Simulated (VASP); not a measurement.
Wanted: the native input for a VASP 6.6.1 run.

```yaml
Task: single point
Functional: PBEsol
Potentials_or_basis: VASP PAW PBE potentials, release 64 (Ga_d)
Cutoff: 520 eV
k_mesh: 6 × 6 × 5
Occupations: fermi-dirac, width 0.05 eV
Spin: no spin polarisation
Dipole_correction: no
Further_INCAR_settings: ALGO = Fast; EDIFF = 1e-06; NBANDS = 34
```

The structure of Ga lies in POSCAR:

```
Ga
1.0
    2.2615000000     -3.8305000000      0.0000000000
    2.2615000000      3.8305000000      0.0000000000
    0.0000000000      0.0000000000      4.5240000000
Ga
4
Direct
    0.3575740000      0.6498150000      0.4138550000
    0.1433230000      0.8385800000      0.9163590000
    0.6559530000      0.3461020000      0.5984340000
    0.8513050000      0.1627760000      0.0864020000
```

The input as run:

INCAR

```
  ALGO = Fast
  EDIFF = 1E-6
  ENCUT = 520
  GGA = PS
  ISIF = 2
  ISMEAR = -1
  LASPH = True
  LCHARG = False
  LREAL = False
  LWAVE = False
  NBANDS = 34
  NELM = 80
  PREC = Accurate
  SIGMA = 0.05
```

KPOINTS

```
k-points
0
Gamma
  6 6 5
```

Potentials or basis: VASP PAW PBE potentials, release 64 (Ga_d).

Launch:

```console
$ cat potpaw_PBE.64/Ga_d/POTCAR > POTCAR
$ mpirun -np 1 vasp_std > vasp.out
```

Results of the run:

```json
{
  "Pressure": "-1.4 GPa",
  "Largest force": "0.446 eV/Å",
  "Band gap on the k mesh": "zero (bands 26 and 27 overlap by 0.62 eV)"
}
```

Caveat: the PAW data sets were made with another functional, which shifts forces and pressure a little.

It took 100 s on 1 thread of Intel(R) Xeon(R) 6975P-C (Granite Rapids) (shared host), peak memory 0.31 GiB.
